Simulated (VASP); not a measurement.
# SbMo (Fm-3m) in VASP: further runs

Runs on SbMo. Level: PBEsol. Tasks: density of states, elastic constants.

Everything below comes from runs of VASP 6.6.1. Logs are shortened: lines on timing, memory, paths and dates and some standing lists are left out, and cuts for length are marked.

### 1 The cell of the first run

Symmetry: Fm-3m, No. 225, cubic system. Conventional cell: a = 5.451 Å, b = 5.451 Å, c = 5.451 Å, α = 90.00°, β = 90.00°, γ = 90.00°. Mo (site symmetry m-3m) has 6 Sb at 2.73 Å within 3.6 Å. Within 3.6 Å of Sb (site symmetry m-3m) lie 6 Mo at 2.73 Å.

### 2 Density of states, PBEsol

POSCAR reads:

```
SbMo
1.0
    0.0000000000      2.7253349091      2.7253349091
    2.7253349091      0.0000000000      2.7253349091
    2.7253349091      2.7253349091      0.0000000000
Mo Sb
1 1
Direct
    0.5000000000      0.5000000000      0.5000000000
    0.0000000000      0.0000000000      0.0000000000
```

INCAR.step1 reads:

```
SYSTEM = SbMo
PREC = Accurate
ENCUT = 520
EDIFF = 1E-7
ISMEAR = 0
SIGMA = 0.05
LREAL = .False.
LASPH = .True.
NELM = 60
ALGO = Normal
ISIF = 2
LWAVE = .False.
LCHARG = .True.
LMAXMIX = 4
GGA = PS
NBANDS = 16
```

KPOINTS.step1 reads:

```
Automatic mesh
0
Gamma
  10 10 10
  0 0 0
```

INCAR.step2 reads:

```
SYSTEM = SbMo
PREC = Accurate
ENCUT = 520
EDIFF = 1E-7
ISMEAR = -5
SIGMA = 0.05
LREAL = .False.
LASPH = .True.
NELM = 60
ALGO = Normal
ISIF = 2
LWAVE = .False.
LCHARG = .False.
LMAXMIX = 4
GGA = PS
LORBIT = 11
NEDOS = 1001
ICHARG = 11
```

KPOINTS.step2 reads:

```
Automatic mesh
0
Gamma
  15 15 15
  0 0 0
```

Potentials or basis: VASP PAW PBE potentials, release 64 (Mo_sv, Sb).

The run is started by

```console
cat potpaw_PBE.64/Mo_sv/POTCAR potpaw_PBE.64/Sb/POTCAR > POTCAR
cp INCAR.step1 INCAR
cp KPOINTS.step1 KPOINTS
mpirun -np 1 vasp_std > vasp.out
cp INCAR.step2 INCAR
cp KPOINTS.step2 KPOINTS
mpirun -np 1 vasp_std > vasp.out
```

OUTCAR:

```text
SYSTEM = SbMo
   PREC = Accurate
   ENCUT = 520
   EDIFF = 1E-7
   ISMEAR = -5
   LREAL = .False.
   LASPH = .True.
   NELM = 60
   ISIF = 2
   GGA = PS
   LORBIT = 11
   ICHARG = 11

 ion  position               nearest neighbor table
   1  0.500  0.500  0.500-   2 2.73   2 2.73   2 2.73   2 2.73   2 2.73   2 2.73
   2  0.000  0.000  0.000-   1 2.73   1 2.73   1 2.73   1 2.73   1 2.73   1 2.73

  LATTYP: Found a face centered cubic cell.
 ALAT       =     5.4506698182

  Lattice vectors:

 A1 = (   0.0000000000,   2.7253349091,   2.7253349091)
 A2 = (   2.7253349091,   0.0000000000,   2.7253349091)
 A3 = (   2.7253349091,   2.7253349091,   0.0000000000)

Analysis of symmetry for initial positions (statically):
=====================================================================
 Subroutine PRICEL returns:
 Original cell was already a primitive cell.

 Routine SETGRP: Setting up the symmetry group for a
 face centered cubic supercell.

 Subroutine GETGRP returns: Found 48 space group operations
 (whereof 48 operations were pure point group operations)
 out of a pool of 48 trial point group operations.

The static configuration has the point symmetry O_h .

Analysis of symmetry for dynamics (positions and initial velocities):
=====================================================================
 Subroutine PRICEL returns:
 Original cell was already a primitive cell.

 Routine SETGRP: Setting up the symmetry group for a
 face centered cubic supercell.

 Subroutine GETGRP returns: Found 48 space group operations
 (whereof 48 operations were pure point group operations)
 out of a pool of 48 trial point group operations.

The dynamic configuration has the point symmetry O_h .

 Subroutine INISYM returns: Found 48 space group operations
 (whereof 48 operations are pure point group operations),
 and found     1 'primitive' translations

----------------------------------------------------------------------------------------

                                     Primitive cell

  volume of cell :      40.4846

  direct lattice vectors                    reciprocal lattice vectors
     0.000000000  2.725334909  2.725334909    -0.183463690  0.183463690  0.183463690
     2.725334909  0.000000000  2.725334909     0.183463690 -0.183463690  0.183463690
     2.725334909  2.725334909  0.000000000     0.183463690  0.183463690 -0.183463690

  length of vectors
     3.854205590  3.854205590  3.854205590     0.317768433  0.317768433  0.317768433

  position of ions in fractional coordinates (direct lattice)
     0.500000000  0.500000000  0.500000000
     0.000000000  0.000000000  0.000000000
[... 99 lines left out ...]
     AMIX_MAG =   1.60;   BMIX_MAG =  1.00
  volume/ion in A,a.u.               =      20.24       136.60
  Fermi-wavevector in a.u.,A,eV,Ry     =   1.272222  2.404151 22.021685  1.618548
  Thomas-Fermi vector in A             =   2.405112
   LORBIT       =     11    0 simple, 1 ext, 2 COOP (PROOUT), +10 PAW based schemes
   GGA     = PS    functional components
   LHFCALC =     F    Hartree Fock is set to
   AEXX    =    0.0000 exact exchange contribution
   IVDW    =     0    specifies the selected vdW correction
   LEPSILON=     F    determine dielectric tensor
   LRPA    =     F    only Hartree local field effects (RPA)
 non-spin polarized calculation
 Fermi weights with tetrahedron method with Bloechl corrections
  energy-cutoff  :      520.00
  volume of cell :       40.48
 maximum number of plane-waves:      1113
 NGX is ok and might be reduce to    30

 number of electron      18.9999998 magnetization

 Free energy of the ion-electron system (eV)
  ---------------------------------------------------
  ext. energy  EPLUGINS =         0.00000000
  ---------------------------------------------------
  free energy    TOTEN  =       -14.75432616 eV

  energy without entropy =      -14.75432616  energy(sigma->0) =      -14.75432616

 E-fermi :  10.5053     XC(G=0): -11.7290

 val. band max:       10.4911035946   @ k =  -0.4667   0.1333   0.0000
 cond. band min:      10.4895977672   @ k =   0.4667   0.4000   0.0667
 fundamental gap:     -0.0015058274
 Fermi energy:        10.5052877253

 k-point     1 :       0.0000    0.0000    0.0000
  band No.  band energies     occupation
      1     -50.2956      2.00000
      2     -24.4563      2.00000
      3     -24.4563      2.00000
      4     -24.4563      2.00000
      5      -1.6898      2.00000
      6       9.0287      2.00000
      7       9.0287      2.00000
      8       9.0287      2.00000
      9       9.5051      2.00000
     10       9.5051      2.00000
     11      11.7677      0.00000
     12      11.7677      0.00000
     13      11.7677      0.00000
[... 354 lines left out ...]
  band No.  band energies     occupation
      1     -50.2941      2.00000
      2     -24.4732      2.00000
      3     -24.4620      2.00000
      4     -24.4599      2.00000
      5      -1.0950      2.00000
      6       7.2559      2.00000
      7       8.3112      2.00000
      8       8.5842      2.00000
      9       8.9662      2.00000
     10       9.6922      2.00000
     11      11.8573      0.00000
     12      12.4425      0.00000
     13      13.4497      0.00000

 [... further k-points ...]

------------------------ aborting loop because EDIFF is reached ----------------------------------------

  FORCE on cell =-STRESS in cart. coord.  units (eV):
  Direction    XX          YY          ZZ          XY          YZ          ZX
  --------------------------------------------------------------------------------------
  -------------------------------------------------------------------------------------
  Total       -0.0041516     -0.0041516     -0.0041516      0.0000000     -0.0000000      0.0000000
  in kB       -0.1642984     -0.1642984     -0.1642984      0.0000000     -0.0000000      0.0000000
  external PRESSURE =      -0.1642984 kB  Pullay stress =       0.0000000 kB

 VOLUME and BASIS-vectors are now :
 -----------------------------------------------------------------------------
  energy-cutoff  :      520.00
  volume of cell :       40.48
      direct lattice vectors                 reciprocal lattice vectors
     0.000000000  2.725334909  2.725334909    -0.183463690  0.183463690  0.183463690
     2.725334909  0.000000000  2.725334909     0.183463690 -0.183463690  0.183463690
     2.725334909  2.725334909  0.000000000     0.183463690  0.183463690 -0.183463690

 POSITION                                       TOTAL-FORCE (eV/Angst)
 -----------------------------------------------------------------------------------
      2.72533      2.72533      2.72533        -0.000000      0.000000     -0.000000
      0.00000      0.00000      0.00000         0.000000     -0.000000      0.000000
 -----------------------------------------------------------------------------------
    total drift:                                0.000000     -0.000000      0.000000

  FREE ENERGIE OF THE ION-ELECTRON SYSTEM (eV)
  ---------------------------------------------------
  free  energy   TOTEN  =       -14.7543261584 eV

  energy  without entropy=      -14.7543261584  energy(sigma->0) =      -14.75432616

 total charge

# of ion       s       p       d       tot
------------------------------------------
    1        2.224   6.098   4.140  12.462
    2        1.105   1.375   0.081   2.562
--------------------------------------------------
tot          3.330   7.473   4.221  15.024
```

Wall time 1.9 min (1 thread of Intel Xeon 8259CL, shared host); peak memory 0.21 GiB.

Results:

| Property | Result |
| --- | --- |
| Valence electrons inside the program's atomic spheres | Mo 12.46; Sb 2.56 |

Caveat: the PAW data sets were made with another functional, which shifts forces and pressure a little; spin-orbit coupling is left out, which moves the levels of the heavy elements; tetrahedron occupations give inexact forces and stress in metals.

### 3 Elastic constants, PBEsol

INCAR reads:

```
SYSTEM = SbMo
  PREC = Accurate
  ENCUT = 600
  EDIFF = 1E-8
  ISMEAR = 0
  SIGMA = 0.05
  LREAL = .FALSE.
  LASPH = .TRUE.
  NELM = 80
  ALGO = Normal
  ISIF = 3
  LWAVE = .FALSE.
  LCHARG = .FALSE.
  GGA = PS
  IBRION = 6
  NFREE = 2
  POTIM = 0.015
  NSW = 1
```

KPOINTS reads:

```
regular mesh
0
G
  10 10 10
  0 0 0
```

POSCAR is that of step 2.

Potentials or basis: VASP PAW PBE potentials, release 64 (Mo_sv, Sb).

The run is started by

```console
cat potpaw_PBE.64/Mo_sv/POTCAR potpaw_PBE.64/Sb/POTCAR > POTCAR
mpirun -np 1 vasp_std > vasp.out
```

Wall time 24 min (1 thread of Intel Xeon 8259CL, shared host); peak memory 0.45 GiB.

It converged, with:

```
Elastic constants C11, C12, C44                         : 332, 43, -48 GPa
Voigt bulk modulus                                      : 140 GPa
Highest phonon frequency at Γ, LO-TO splitting left out : 196 cm⁻¹
```

Phonon frequencies in cm⁻¹ (negative: imaginary):
| q point | frequencies |
| --- | --- |
| (0.000, 0.000, 0.000) | 0 0 0 196 196 196 |

Elastic tensor in Voigt notation (GPa, in the Cartesian axes of the cell as first typed):
```
332  43  43   0   0   0
 43 332  43   0   0   0
 43  43 332   0   0   0
  0   0   0 -48   0   0
  0   0   0   0 -48   0
  0   0   0   0   0 -48
```

Clamped-ion elastic tensor (GPa):
```
332  43  43   0   0   0
 43 332  43   0   0   0
 43  43 332   0   0   0
  0   0   0 -48   0   0
  0   0   0   0 -48   0
  0   0   0   0   0 -48
```

Caveat: the elastic tensor has a negative eigenvalue, so either the cell is unstable as it stands or the mesh is too thin; the PAW data sets were made with another functional, which shifts forces and pressure a little; spin-orbit coupling is left out, which moves the levels of the heavy elements.
